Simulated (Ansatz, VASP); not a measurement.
## Two plane-wave programs on Zn

```
Zn
1.0
     0.00000    3.07964    3.07964
     3.07964    0.00000    3.07964
     3.07964    3.07964    0.00000
Zn
2
Direct
  0.12500 0.12500 0.12500
  0.87500 0.87500 0.87500
```

Alike in both runs: task single point; functional revPBE; k mesh 10 × 10 × 10; occupations fermi-dirac, width 0.1 eV; no spin polarisation.

|  | VASP | Ansatz |
| --- | --- | --- |
| version | VASP 6.6.1 | Ansatz 0.2.0 |
| potentials or method | VASP PAW PBE potentials, release 64 (Zn), cutoff 520 eV | plane waves (420 eV) with PAW, scalar-relativistic |
| valence electrons in the cell | 24 | 24 |

|  | VASP | Ansatz | Ansatz less VASP |
| --- | --- | --- | --- |
| pressure (GPa) | -1.6 | -1.7 | -0.05 |

VASP's potentials were made for PBE, not for revPBE. The functional is the same, so the differences come from potentials, cutoffs and numerics.
